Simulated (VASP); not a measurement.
# MnO (I4/mmm) in VASP: notebook, part 2 of 2

VASP 6.6.1. The steps go on from the part before.

## Step 3: Single point, PBEsol, collinear spin, ferromagnetic start (strain -0.0750 x Voigt [0, 1, 0, 0, 0, 0])

INCAR

```
PREC     = Accurate       # precision mode
ENCUT    = 520            # plane-wave cutoff, eV
EDIFF    = 1E-6           # SCF threshold, eV
ISMEAR   = 0              # smearing method
SIGMA    = 0.15           # smearing width, eV
LREAL    = False          # projectors in reciprocal space
LASPH    = True           # aspherical terms in the spheres
NELM     = 150            # most SCF steps
ALGO     = Normal         # electronic algorithm
ISIF     = 2              # what is computed and relaxed
LWAVE    = False          # write WAVECAR
LCHARG   = True           # write CHGCAR
ISPIN    = 2              # spin polarisation
MAGMOM   = 4.41 0.25      # initial moments
LORBIT   = 11             # projections on sites
LMAXMIX  = 4              # l up to which the mixer works
GGA      = PS             # functional
LELF     = True           # ELF
LVHAR    = True         
NBANDS   = 20             # bands
```

KPOINTS

```
Automatic mesh
0
Gamma
  18 18 18
```

POSCAR

```
MnO
1.0
    0.0000000000      2.0553500000      2.2220000000
    2.2220000000      0.0000000000      2.2220000000
    2.2220000000      2.0553500000      0.0000000000
Mn O
1 1
Direct
    0.0000000000      0.0000000000      0.0000000000
    0.5000000000      0.5000000000      0.5000000000
```

Potentials or basis: VASP PAW PBE potentials, release 64 (Mn_pv, O).

Started as:

```sh
$ cat potpaw_PBE.64/Mn_pv/POTCAR potpaw_PBE.64/O/POTCAR > POTCAR
$ mpirun -np 1 vasp_std > vasp.out
```

Wall time 99 s (1 thread of Intel Xeon 6975P-C (Granite Rapids), shared host); peak memory 0.38 GiB.

It converged, with:

```
Free energy                                           : -17.2418 eV
Pressure                                              : 2.6 GPa
Net moment                                            : 4.48 μB per cell
Site moments                                          : Mn +4.09; O +0.19 μB
Valence electrons inside the program's atomic spheres : Mn 11.47; O 4.98
```

Stress tensor (GPa, compression positive):
```
0.74 0.00 0.00
0.00 6.27 0.00
0.00 0.00 0.74
```

Levels at points of the mesh, in eV from the Fermi level:
Spin up:
| k point | band 9 | band 10 | band 11 | band 12 | band 13 | band 14 | band 15 | band 16 |
| --- | --- | --- | --- | --- | --- | --- | --- | --- |
| (0.00, 0.00, 0.00) | -3.43 | -3.06 | -2.87 | -2.77 | -0.04 | 14.08 | 16.83 | 16.95 |
| (0.50, 0.00, 0.00) | -2.15 | -1.75 | 0.08 | 0.77 | 3.46 | 8.37 | 11.42 | 13.29 |
| (0.50, 0.50, 0.00) | -2.32 | -2.01 | -1.86 | -1.68 | 5.53 | 7.80 | 11.11 | 14.06 |
| (0.50, 0.00, 0.50) | -2.19 | -1.93 | -1.93 | -1.58 | 5.62 | 8.67 | 10.09 | 13.85 |
Spin down:
| k point | band 5 | band 6 | band 7 | band 8 | band 9 | band 10 |
| --- | --- | --- | --- | --- | --- | --- |
| (0.00, 0.00, 0.00) | -4.01 | -3.75 | -3.75 | 0.20 | 0.20 | 0.29 |
| (0.50, 0.00, 0.00) | -8.23 | -5.66 | -5.47 | 1.66 | 1.83 | 1.87 |
| (0.50, 0.50, 0.00) | -7.20 | -5.03 | -4.58 | -1.40 | 1.60 | 2.15 |
| (0.50, 0.00, 0.50) | -6.99 | -5.03 | -5.03 | -1.46 | 1.91 | 2.15 |

Caveat: the cell differs from its parent crystal (strain -0.0750 x Voigt [0, 1, 0, 0, 0, 0]); the PAW data sets were made with another functional, which shifts forces and pressure a little; a cell with one magnetic atom can't hold antiferromagnetic order, which such compounds often take; semilocal functionals often make such compounds metallic where correlation or magnetic order opens a gap, which also shifts bond lengths.

## Step 4: Single point, PBEsol, collinear spin, ferromagnetic start (strain -0.0500 x Voigt [0, 1, 0, 0, 0, 0])

INCAR

```
SYSTEM = MnO
  PREC = Accurate
  ENCUT = 520
  EDIFF = 1E-6
  ISMEAR = 0
  SIGMA = 0.15
  LREAL = .FALSE.
  LASPH = .TRUE.
  NELM = 150
  ALGO = Normal
  ISIF = 2
  LWAVE = .FALSE.
  LCHARG = .TRUE.
  ISPIN = 2
  MAGMOM = 4.41 0.25
  LORBIT = 11
  LMAXMIX = 4
  GGA = PS
  LELF = .TRUE.
  LVHAR = .TRUE.
  NBANDS = 20
```

KPOINTS

```
regular mesh
0
G
  18 18 18
  0 0 0
```

POSCAR

```
MnO
1.0
    0.0000000000      2.1109000000      2.2220000000
    2.2220000000      0.0000000000      2.2220000000
    2.2220000000      2.1109000000      0.0000000000
Mn O
1 1
Direct
    0.0000000000      0.0000000000      0.0000000000
    0.5000000000      0.5000000000      0.5000000000
```

Potentials or basis: VASP PAW PBE potentials, release 64 (Mn_pv, O).

Started as:

```sh
$ cat potpaw_PBE.64/Mn_pv/POTCAR potpaw_PBE.64/O/POTCAR > POTCAR
$ mpirun -np 1 vasp_std > vasp.out
```

OUTCAR:

```text
SYSTEM = MnO
   PREC = Accurate
   ENCUT = 520
   EDIFF = 1E-6
   ISMEAR = 0
   LREAL = .FALSE.
   LASPH = .TRUE.
   NELM = 150
   ISIF = 2
   ISPIN = 2
   LORBIT = 11
   GGA = PS

 ion  position               nearest neighbor table
   1  0.000  0.000  0.000-   2 2.11   2 2.11   2 2.22   2 2.22   2 2.22   2 2.22
   2  0.500  0.500  0.500-   1 2.11   1 2.11   1 2.22   1 2.22   1 2.22   1 2.22

  LATTYP: Found a body centered tetragonal cell.
 ALAT       =     3.1423825356
 C/A-ratio  =     1.3435028843

  Lattice vectors:

 A1 = (   0.0000000000,  -2.1109000000,   2.2220000000)
 A2 = (   0.0000000000,  -2.1109000000,  -2.2220000000)
 A3 = (   2.2220000000,   2.1109000000,   0.0000000000)

Analysis of symmetry for initial positions (statically):
=====================================================================
 Subroutine PRICEL returns:
 Original cell was already a primitive cell.

 Routine SETGRP: Setting up the symmetry group for a
 body centered tetragonal supercell.

 Subroutine GETGRP returns: Found 16 space group operations
 (whereof 16 operations were pure point group operations)
[... 1293 lines left out ...]
     20      34.2775      0.00000

 [... further k-points ...]

------------------------ aborting loop because EDIFF is reached ----------------------------------------

  FORCE on cell =-STRESS in cart. coord.  units (eV):
  Direction    XX          YY          ZZ          XY          YZ          ZX
  --------------------------------------------------------------------------------------
  -------------------------------------------------------------------------------------
  Total       -0.2582305     -0.0666073     -0.2582305      0.0000000     -0.0000000      0.0000000
  in kB      -19.8487101     -5.1197228    -19.8487101      0.0000000     -0.0000000      0.0000000
  external PRESSURE =     -14.9390476 kB  Pullay stress =       0.0000000 kB

 VOLUME and BASIS-vectors are now :
 -----------------------------------------------------------------------------
  energy-cutoff  :      520.00
  volume of cell :       20.84
      direct lattice vectors                 reciprocal lattice vectors
     0.000000000  2.110900000  2.222000000    -0.225022502  0.236865792  0.225022502
     2.222000000  0.000000000  2.222000000     0.225022502 -0.236865792  0.225022502
     2.222000000  2.110900000  0.000000000     0.225022502  0.236865792 -0.225022502

 POSITION                                       TOTAL-FORCE (eV/Angst)
 -----------------------------------------------------------------------------------
      0.00000      0.00000      0.00000        -0.000000     -0.000000      0.000000
      2.22200      2.11090      2.22200         0.000000      0.000000     -0.000000
 -----------------------------------------------------------------------------------
    total drift:                                0.000000     -0.000000     -0.000000

  FREE ENERGIE OF THE ION-ELECTRON SYSTEM (eV)
  ---------------------------------------------------
  free  energy   TOTEN  =       -17.2515734571 eV

  energy  without entropy=      -17.2405854604  energy(sigma->0) =      -17.24607946

 total charge

# of ion       s       p       d       tot
------------------------------------------
    1        0.216   6.199   5.010  11.426
    2        1.557   3.411   0.000   4.969
--------------------------------------------------
tot          1.774   9.610   5.010  16.394

 magnetization (x)

# of ion       s       p       d       tot
------------------------------------------
    1        0.033   0.026   4.108   4.167
    2        0.031   0.157   0.000   0.188
--------------------------------------------------
tot          0.064   0.183   4.108   4.355
```

OSZICAR:

```text
N       E                     dE             d eps       ncg     rms          rms(c)
DAV:   1     0.167914240182E+03    0.16791E+03   -0.10354E+04 38696   0.113E+03
DAV:   2    -0.112224056110E+02   -0.17914E+03   -0.16692E+03 39440   0.329E+02
DAV:   3    -0.193619614058E+02   -0.81396E+01   -0.80473E+01 43304   0.754E+01
DAV:   4    -0.194196092246E+02   -0.57648E-01   -0.57634E-01 43804   0.654E+00
DAV:   5    -0.194200808229E+02   -0.47160E-03   -0.47159E-03 43232   0.591E-01    0.144E+01
DAV:   6    -0.175163824820E+02    0.19037E+01   -0.85827E+00 53036   0.341E+01    0.127E+01
DAV:   7    -0.172668822330E+02    0.24950E+00   -0.11085E+00 44868   0.151E+01    0.786E+00
DAV:   8    -0.172628308522E+02    0.40514E-02   -0.10591E-01 42776   0.233E+00    0.468E+00
DAV:   9    -0.172476349469E+02    0.15196E-01   -0.21234E-02 44548   0.170E+00    0.112E+00
DAV:  10    -0.172516757550E+02   -0.40408E-02   -0.46460E-03 41096   0.758E-01    0.193E-01
DAV:  11    -0.172515516506E+02    0.12410E-03   -0.51622E-04 44512   0.201E-01    0.925E-02
DAV:  12    -0.172515729498E+02   -0.21299E-04   -0.27019E-05 42692   0.589E-02    0.302E-02
DAV:  13    -0.172515734571E+02   -0.50732E-06   -0.43023E-06 42468   0.177E-02
   1 F= -.17251573E+02 E0= -.17246079E+02  d E =-.109880E-01  mag=     4.5748
```

Run time: 5.1 min. Hardware: 1 thread of Intel Xeon Platinum 8259CL at 2.50GHz (Skylake/Cascade Lake), shared host; peak memory 0.39 GiB.

What came out:

```yaml
Free_energy: -17.2516 eV
Pressure: -1.5 GPa
Net_moment: 4.57 μB per cell
Site_moments: Mn +4.17; O +0.19 μB
Valence_electrons_inside_the_program's_atomic_spheres: Mn 11.43; O 4.97
```

Caveat: the cell differs from its parent crystal (strain -0.0500 x Voigt [0, 1, 0, 0, 0, 0]); the PAW data sets were made with another functional, which shifts forces and pressure a little; a cell with one magnetic atom can't hold antiferromagnetic order, which such compounds often take; semilocal functionals often make such compounds metallic where correlation or magnetic order opens a gap, which also shifts bond lengths.

## Step 5: The runs side by side

```csv
cell,gap on the mesh (eV),pressure (GPa),moment (μB)
"a = 2.989, b = 3.142 Å, angles 58.3, 63.4, 58.3°, 2 atoms",none,7.8,4.38
"a = 3.027, b = 3.142 Å, angles 58.7, 62.5, 58.7°, 2 atoms",none,2.6,4.48
"a = 3.065, b = 3.142 Å, angles 59.2, 61.7, 59.2°, 2 atoms",none,-1.5,4.57
```

Alike in all rows: task single point; level PBEsol; potentials or basis VASP PAW PBE potentials, release 64 (Mn_pv, O); spin collinear, ferromagnetic start; k mesh 18 × 18 × 18; cutoff (eV) 520; smearing gaussian 0.15 eV.

Caveats: the PAW data sets were made with another functional, which shifts forces and pressure a little; a cell with one magnetic atom can't hold antiferromagnetic order, which such compounds often take; semilocal functionals often make such compounds metallic where correlation or magnetic order opens a gap, which also shifts bond lengths; the cell stands under pressure (at least some runs).

Total energies depend on the potentials used, so only differences within one code and one set of settings carry meaning.
